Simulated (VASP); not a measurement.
A run of VASP 6.6.1:

INCAR

```
SYSTEM = BN
ALGO = Normal
EDIFF = 1E-6
ENCUT = 520
GGA = PE
ISIF = 2
ISMEAR = 0
LASPH = .TRUE.
LCHARG = .FALSE.
LREAL = .FALSE.
LWAVE = .FALSE.
NBANDS = 11
NELM = 60
PREC = Accurate
SIGMA = 0.02
```

Contents of KPOINTS:

```
k-points
0
G
  12 12 12
  0 0 0
```

File POSCAR:

```
BN
1.0
    1.2560727283      0.7251939278      4.1792946084
   -1.2560727283      0.7251939278      4.1792946084
    0.0000000000     -1.4503878557      4.1792946084
B N
1 1
Direct
    0.9995556257      0.9995556257      0.9995556257
    0.3328773743      0.3328773743      0.3328773743
```

Potentials or basis: VASP PAW PBE potentials, release 64 (B, N).

The run is started by

```sh
$ cat potpaw_PBE.64/B/POTCAR potpaw_PBE.64/N/POTCAR > POTCAR
$ mpirun -np 1 vasp_std > vasp.out
```

Hardware: 1 thread of Intel Xeon 8259CL, on a shared host.

Estimate the wall time of this run.

It took 2.2 min on 1 thread of Intel Xeon 8259CL (shared host), peak memory 0.22 GiB. Counts: scf iterations 13, k points 189.
